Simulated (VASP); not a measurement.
# SrO (I4/mmm) in VASP: settings compared

SrO is run at these levels: PBE, r2SCAN; tasks: single point.

Everything below comes from runs of VASP 6.6.1. Logs are shortened: lines on timing, memory, paths and dates and some standing lists are left out, and cuts for length are marked.

## (1) The cell of the first run

Symmetry: I4/mmm, No. 139, tetragonal system. Conventional cell: a = 3.649 Å, b = 3.649 Å, c = 5.439 Å, α = 90.00°, β = 90.00°, γ = 90.00°. Sr (site symmetry 4/mmm) has 6 O at 2.58 to 2.72 Å within 3.4 Å. O (site symmetry 4/mmm) has 6 Sr at 2.58 to 2.72 Å within 3.4 Å.

## (2) Single point, PBE (uniaxial y strain +5.4%)

INCAR

```
SYSTEM = SrO
PREC = Accurate
ENCUT = 520
EDIFF = 1E-7
ISMEAR = -1
SIGMA = 0.02
LREAL = .False.
LASPH = .True.
NELM = 80
ALGO = Normal
ISIF = 2
LWAVE = .False.
LCHARG = .False.
GGA = PE
NBANDS = 15
```

KPOINTS

```
regular mesh
0
Gamma
  8 8 8
  0 0 0
```

POSCAR

```
SrO
1.0
    0.0000000000      2.7197229020      2.5798927168
    2.5798927168      0.0000000000      2.5798927168
    2.5798927168      2.7197229020      0.0000000000
Sr O
1 1
Direct
    0.5000000000      0.5000000000      0.5000000000
    0.0000000000      0.0000000000      0.0000000000
```

Potentials or basis: VASP PAW PBE potentials, release 64 (Sr_sv, O).

Command:

```
cat potpaw_PBE.64/Sr_sv/POTCAR potpaw_PBE.64/O/POTCAR > POTCAR
mpirun -np 1 vasp_std > vasp.out
```

OUTCAR:

```text
SYSTEM = SrO
   PREC = Accurate
   ENCUT = 520
   EDIFF = 1E-7
   ISMEAR = -1
   LREAL = .False.
   LASPH = .True.
   NELM = 80
   ISIF = 2
   GGA = PE

 ion  position               nearest neighbor table
   1  0.500  0.500  0.500-   2 2.58   2 2.58   2 2.58   2 2.58   2 2.72   2 2.72
   2  0.000  0.000  0.000-   1 2.58   1 2.58   1 2.58   1 2.58   1 2.72   1 2.72

  LATTYP: Found a body centered tetragonal cell.
 ALAT       =     3.6485192696
 C/A-ratio  =     1.4908639374

  Lattice vectors:

 A1 = (   0.0000000000,  -2.7197229020,   2.5798927168)
 A2 = (   0.0000000000,  -2.7197229020,  -2.5798927168)
 A3 = (   2.5798927168,   2.7197229020,   0.0000000000)

Analysis of symmetry for initial positions (statically):
=====================================================================
 Subroutine PRICEL returns:
 Original cell was already a primitive cell.

 Routine SETGRP: Setting up the symmetry group for a
 body centered tetragonal supercell.

 Subroutine GETGRP returns: Found 16 space group operations
 (whereof 16 operations were pure point group operations)
 out of a pool of 16 trial point group operations.

The static configuration has the point symmetry D_4h.

Analysis of symmetry for dynamics (positions and initial velocities):
=====================================================================
 Subroutine PRICEL returns:
 Original cell was already a primitive cell.

 Routine SETGRP: Setting up the symmetry group for a
 body centered tetragonal supercell.

 Subroutine GETGRP returns: Found 16 space group operations
 (whereof 16 operations were pure point group operations)
 out of a pool of 16 trial point group operations.

The dynamic configuration has the point symmetry D_4h.

 Subroutine INISYM returns: Found 16 space group operations
 (whereof 16 operations are pure point group operations),
 and found     1 'primitive' translations

----------------------------------------------------------------------------------------

                                     Primitive cell

  volume of cell :      36.2041

  direct lattice vectors                    reciprocal lattice vectors
     0.000000000  2.719722902  2.579892717    -0.193806509  0.183842258  0.193806509
     2.579892717  0.000000000  2.579892717     0.193806509 -0.183842258  0.193806509
     2.579892717  2.719722902  0.000000000     0.193806509  0.183842258 -0.193806509

  length of vectors
     3.748698320  3.648519270  3.748698320     0.330030152  0.330030152  0.330030152

  position of ions in fractional coordinates (direct lattice)
     0.500000000  0.500000000  0.500000000
     0.000000000  0.000000000  0.000000000

  ion indices of the primitive-cell ions
   primitive index   ion index
                 1           1
                 2           2

----------------------------------------------------------------------------------------

 KPOINTS: regular mesh

Automatic generation of k-mesh.
 Grid dimensions read from file:
 generate k-points for:    8    8    8

 Generating k-lattice:

  Cartesian coordinates                     Fractional coordinates (reciprocal lattice)
    -0.024225814  0.022980282  0.024225814     0.125000000  0.000000000  0.000000000
     0.024225814 -0.022980282  0.024225814     0.000000000  0.125000000  0.000000000
     0.024225814  0.022980282 -0.024225814     0.000000000  0.000000000  0.125000000

  Length of vectors
     0.041253769  0.041253769  0.041253769

  Shift w.r.t. Gamma in fractional coordinates (k-lattice)
     0.000000000  0.000000000  0.000000000

 Subroutine IBZKPT returns following result:
 ===========================================

 Found     59 irreducible k-points:

 Following reciprocal coordinates:
            Coordinates               Weight
  0.000000  0.000000  0.000000      1.000000
  0.125000  0.000000  0.000000      8.000000
  0.250000  0.000000  0.000000      8.000000
  0.375000  0.000000  0.000000      8.000000
  0.500000  0.000000  0.000000      4.000000
  0.125000  0.125000  0.000000      4.000000
[... 16 lines left out ...]
  0.250000  0.000000  0.125000      8.000000
  0.375000  0.000000  0.125000      8.000000
 [... further k-points ...]
   k-points           NKPTS =     59   k-points in BZ     NKDIM =     59   number of bands    NBANDS=     15
   number of dos      NEDOS =    301   number of ions     NIONS =      2
   total plane-waves  NPLWV =  21952
   dimension x,y,z NGX =    28 NGY =   28 NGZ =   28
   dimension x,y,z NGXF=    56 NGYF=   56 NGZF=   56
   ions per type =               1   1
   NGX,Y,Z   is equivalent  to a cutoff of  12.42, 12.76, 12.42 a.u.
   NGXF,Y,Z  is equivalent  to a cutoff of  24.83, 25.52, 24.83 a.u.
 SYSTEM =  SrO
   PREC   = accura    normal or accurate (medium, high low for compatibility)
   ISTART =      0    job   : 0-new  1-cont  2-samecut
   ICHARG =      2    charge: 1-file 2-atom 10-const
   ISPIN  =      1    spin polarized calculation?
   LNONCOLLINEAR =      F non collinear calculations
   LSORBIT =      F    spin-orbit coupling
   LASPH  =      T    aspherical Exc in radial PAW
   ENCUT  =  520.0 eV  38.22 Ry    6.18 a.u.   6.97  6.78  6.97*2*pi/ulx,y,z
   NELM   =     80;   NELMIN=  2; NELMDL= -5     # of ELM steps
   EDIFF  = 0.1E-06   stopping-criterion for ELM
   LREAL  =      F    real-space projection
   EDIFFG = 0.1E-05   stopping-criterion for IOM
   NSW    =      0    number of steps for IOM
   IBRION =     -1    ionic relax: 0-MD 1-quasi-New 2-CG
   NFREE  =      0    steps in history (QN), initial steepest desc. (CG)
   ISIF   =      2    stress and relaxation
   ISYM   =      2    0-nonsym 1-usesym 2-fastsym
   POTIM  = 0.5000    time-step for ionic-motion
   TEBEG  =    0.0;   TEEND  =   0.0 temperature during run
   PSTRESS=    0.0 pullay stress
   NELECT =      16.0000    total number of electrons
   NUPDOWN=      -1.0000    fix difference up-down
   EMIN   =  10.00;   EMAX   =-10.00  energy-range for DOS
   EFERMI =   0.00;   METHOD = LEGACY
   ISMEAR =    -1;   SIGMA  =   0.02  broadening in eV -4-tet -1-fermi 0-gaus
   EFERMI_NEDOS =   21; number of points for ismear=-14 and -15
   IALGO  =     38    algorithm
   IMIX   =      4    mixing-type and parameters
     AMIX     =   0.40;   BMIX     =  1.00
     AMIX_MAG =   1.60;   BMIX_MAG =  1.00
  volume/ion in A,a.u.               =      18.10       122.16
  Fermi-wavevector in a.u.,A,eV,Ry     =   1.246988  2.356465 21.156765  1.554978
  Thomas-Fermi vector in A             =   2.381140
   LORBIT       =      0    0 simple, 1 ext, 2 COOP (PROOUT), +10 PAW based schemes
   GGA     = PE    functional components
   LHFCALC =     F    Hartree Fock is set to
   AEXX    =    0.0000 exact exchange contribution
   IVDW    =     0    specifies the selected vdW correction
   LEPSILON=     F    determine dielectric tensor
   LRPA    =     F    only Hartree local field effects (RPA)
 non-spin polarized calculation
  energy-cutoff  :      520.00
  volume of cell :       36.20
 maximum number of plane-waves:       998
   NGX = 13   NGY = 13   NGZ = 13

 number of electron      16.0000002 magnetization

 Free energy of the ion-electron system (eV)
  ---------------------------------------------------
  ext. energy  EPLUGINS =         0.00000000
  ---------------------------------------------------
  free energy    TOTEN  =       -12.03001201 eV

  energy without entropy =      -12.03001201  energy(sigma->0) =      -12.03001201

 E-fermi :   1.9637     XC(G=0):  -9.7271

 val. band max:        1.4251918346   @ k =   0.0000   0.0000   0.0000
 cond. band min:       4.6253202385   @ k =   0.5000   0.5000   0.0000
 fundamental gap:      3.2001284039
 Fermi energy:         1.9637036234

 k-point     1 :       0.0000    0.0000    0.0000
  band No.  band energies     occupation
      1     -31.2300      2.00000
      2     -13.6402      2.00000
      3     -12.9669      2.00000
      4     -12.9104      2.00000
      5     -12.9104      2.00000
      6       1.2877      2.00000
      7       1.4252      2.00000
      8       1.4252      2.00000
      9       4.8701      0.00000
     10       7.2072      0.00000
     11       7.5871      0.00000
     12       7.5871      0.00000
     13       9.2329      0.00000
     14       9.8084      0.00000
     15      13.7998      0.00000

 k-point     2 :       0.1250    0.0000    0.0000
  band No.  band energies     occupation
      1     -31.2149      2.00000
      2     -14.0276      2.00000
      3     -12.9727      2.00000
      4     -12.9154      2.00000
      5     -12.5699      2.00000
      6       0.9310      2.00000
      7       1.1751      2.00000
      8       1.2390      2.00000
      9       5.5383      0.00000
     10       7.2705      0.00000
     11       7.6764      0.00000
     12       7.8561      0.00000
     13       9.5970      0.00000
     14      10.1868      0.00000
     15      14.7294      0.00000

 k-point     3 :       0.2500    0.0000    0.0000
  band No.  band energies     occupation
      1     -31.1780      2.00000
      2     -14.5664      2.00000
      3     -13.0116      2.00000
      4     -12.9273      2.00000
      5     -12.1195      2.00000
      6       0.1594      2.00000
      7       0.7968      2.00000
      8       0.8340      2.00000
      9       6.9442      0.00000
     10       7.2893      0.00000
     11       8.4400      0.00000
     12       8.5878      0.00000
     13      10.5177      0.00000
     14      11.1271      0.00000
     15      16.5023      0.00000
[... 343 lines left out ...]
 k-point    23 :       0.2500    0.0000    0.1250
  band No.  band energies     occupation
      1     -31.1847      2.00000
      2     -14.3142      2.00000
      3     -13.0060      2.00000
      4     -12.9798      2.00000
      5     -12.4000      2.00000
      6       0.2307      2.00000
      7       1.0759      2.00000
      8       1.1724      2.00000
      9       6.5110      0.00000
     10       6.7792      0.00000
     11       8.6726      0.00000
     12       8.8361      0.00000
     13      10.4010      0.00000
     14      10.5094      0.00000
     15      16.4236      0.00000

 k-point    24 :       0.3750    0.0000    0.1250
  band No.  band energies     occupation
      1     -31.1476      2.00000
      2     -14.7205      2.00000
      3     -13.0855      2.00000
      4     -12.9917      2.00000
      5     -12.0728      2.00000
      6      -0.1547      2.00000
      7       0.6173      2.00000
      8       0.7925      2.00000
      9       6.9189      0.00000
     10       8.0393      0.00000
     11       9.4088      0.00000
     12       9.6916      0.00000
     13      11.3341      0.00000
     14      11.6117      0.00000
     15      16.0502      0.00000

 [... further k-points ...]

------------------------ aborting loop because EDIFF is reached ----------------------------------------

  FORCE on cell =-STRESS in cart. coord.  units (eV):
  Direction    XX          YY          ZZ          XY          YZ          ZX
  --------------------------------------------------------------------------------------
  -------------------------------------------------------------------------------------
  Total       -0.0118540     -1.0835368     -0.0118540      0.0000000     -0.0000000      0.0000000
  in kB       -0.5245853    -47.9508506     -0.5245853      0.0000000     -0.0000000      0.0000000
  external PRESSURE =     -16.3333404 kB  Pullay stress =       0.0000000 kB

 VOLUME and BASIS-vectors are now :
 -----------------------------------------------------------------------------
  energy-cutoff  :      520.00
  volume of cell :       36.20
      direct lattice vectors                 reciprocal lattice vectors
     0.000000000  2.719722902  2.579892717    -0.193806509  0.183842258  0.193806509
     2.579892717  0.000000000  2.579892717     0.193806509 -0.183842258  0.193806509
     2.579892717  2.719722902  0.000000000     0.193806509  0.183842258 -0.193806509

 POSITION                                       TOTAL-FORCE (eV/Angst)
 -----------------------------------------------------------------------------------
      2.57989      2.71972      2.57989        -0.000000     -0.000000      0.000000
      0.00000      0.00000      0.00000         0.000000      0.000000     -0.000000
 -----------------------------------------------------------------------------------
    total drift:                                0.000000      0.000000      0.000000

  FREE ENERGIE OF THE ION-ELECTRON SYSTEM (eV)
  ---------------------------------------------------
  free  energy   TOTEN  =       -12.0300120145 eV

  energy  without entropy=      -12.0300120145  energy(sigma->0) =      -12.03001201
```

It took 27 s on 1 thread of Intel Xeon Platinum 8375C at 2.90GHz (Ice Lake), shared host; peak memory 0.17 GiB.

What came out:

```
Free energy            : -12.0300 eV
Pressure               : -1.6 GPa
Band gap on the k mesh : 3.20 eV, indirect (least direct gap 3.31 eV)
```

Stress tensor (GPa, compression positive):
```
-0.05  0.00  0.00
 0.00 -4.80  0.00
 0.00  0.00 -0.05
```

Levels at points of the mesh, in eV from the valence-band top:
```csv
k point,band 6,band 7,band 8,band 9,band 10,band 11
"(0.00, 0.00, 0.00)",-0.14,0.00,0.00,3.44,5.78,6.16
"(0.50, 0.00, 0.00)",-2.10,-1.09,-1.08,6.22,7.89,8.41
"(0.50, 0.50, 0.00)",-0.48,-0.28,-0.11,3.20,7.26,9.74
"(0.50, 0.00, 0.50)",-0.75,-0.11,-0.11,3.37,7.31,9.59
```

Caveat: the cell differs from its parent crystal (uniaxial y strain +5.4%). A k mesh can miss the band edges.

[end of part 1 of 2]
